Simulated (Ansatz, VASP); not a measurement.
**Two plane-wave programs on RbBr**

```xyz
2
Lattice="0.0000 3.4275 3.4275 3.5989 0.0000 3.4275 3.5989 3.4275 0.0000" Properties=species:S:1:pos:R:3 pbc="T T T"
Rb    0.0000    0.0000    0.0000
Br    3.5989    3.4275    3.4275
```

Change from the starting cell: strain +0.0500 x Voigt [1, 0, 0, 0, 0, 0], atoms carried along.

Alike in both runs: task single point; functional PBEsol; k mesh 6 × 6 × 6; occupations gaussian, width 0.05 eV; no spin polarisation.

|  | VASP | Ansatz |
| --- | --- | --- |
| version | VASP 6.6.1 | Ansatz 0.2.0 |
| potentials or method | VASP PAW PBE potentials, release 64 (Rb_sv, Br), cutoff 520 eV | scalar-relativistic, plane waves, PAW |
| valence electrons in the cell | 16 | 16 |

VASP gave:

- gap on the k mesh at the Fermi level (eV): 4.09
- least direct gap on the mesh (eV): 4.09
- pressure (GPa): -0.5
- traceless stress, the component that is largest in VASP (GPa): -0.63

Problem. Which values does Ansatz return?

Solution. gap on the k mesh at the Fermi level (eV): 4.09; least direct gap on the mesh (eV): 4.09; pressure (GPa): -0.6; traceless stress, the component that is largest in VASP (GPa): -0.62.

VASP's potentials were made for PBE, not for PBEsol.
